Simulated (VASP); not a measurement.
Wanted: the native input for a VASP 6.6.1 run.

| Item | Value |
| --- | --- |
| Task | single point |
| Functional | PBE |
| Potentials or basis | VASP PAW PBE potentials, release 64 (Tb_3, B, Os), 4f in core |
| Cutoff | 600 eV |
| k mesh | 4 × 4 × 4 |
| Occupations | gaussian, width 0.1 eV |
| Spin | collinear spin |
| Starting moments | [0.0, 0.0, 0.0, 0.0, 1.0, 1.0] μB |
| Dipole correction | no |
| Mended | yes |
| Further INCAR settings | ALGO = Normal; EDIFF = 1e-06; NBANDS = 33 |

The structure of TbBOs lies in POSCAR:

```
TbBOs
1.0
    3.9067465458      0.0000000000      0.0000000000
    0.0000000000      3.9067465458      0.0000000000
    0.0000000000      0.0000000000      7.3491302809
Tb B Os
2 2 2
Direct
    0.0000000000      0.5000000000      0.3121758363
    0.5000000000      0.0000000000      0.6878241637
    0.0000000000      0.5000000000      0.8748708904
    0.5000000000      0.0000000000      0.1251291096
    0.0000000000      0.0000000000      0.0000000000
    0.5000000000      0.5000000000      0.0000000000
```

The cell was built from a structure type or drawn by symmetry, and may not be a known phase.

These files were run (other wordings do the same):

INCAR

```
SYSTEM = TbBOs
ALGO = Normal
EDIFF = 1E-6
ENCUT = 600
GGA = PE
GGA_COMPAT = .False.
ISIF = 2
ISMEAR = 0
ISPIN = 2
LASPH = .True.
LCHARG = .False.
LMAXMIX = 6
LORBIT = 11
LREAL = .False.
LWAVE = .False.
MAGMOM = 0 0 0 0 1 1
NBANDS = 33
NELM = 200
PREC = Accurate
SIGMA = 0.1
```

KPOINTS

```
k-points
0
Gamma
  4 4 4
  0 0 0
```

Potentials or basis: VASP PAW PBE potentials, release 64 (Tb_3, B, Os), 4f in core.

Run with:

```bash
$ cat potpaw_PBE.64/Tb_3/POTCAR potpaw_PBE.64/B/POTCAR potpaw_PBE.64/Os/POTCAR > POTCAR
$ mpirun -np 1 vasp_std > vasp.out
```

It gave:

```json
{
 "Pressure": "0.6 GPa",
 "Largest force": "0.090 eV/Å",
 "Band gap on the k mesh": "zero (filled and empty bands overlap)",
 "Net moment": "-0.01 μB per cell",
 "Valence electrons inside the program's atomic spheres": "Tb 7.82; B 1.79; Os 7.70"
}
```

Caveat: the k points lie up to 0.40 Å⁻¹ apart, too coarse for converged energies and pressures of a metal; the magnetic or orbital state may not be the lowest; spin-orbit coupling is left out, which moves the levels of the heavy elements; the 4f electrons are frozen in the core, so they carry no moment and show no levels.

It took 2.1 min on 1 thread of AMD EPYC 9R14 (Zen 4), on a shared host, peak memory 0.33 GiB.
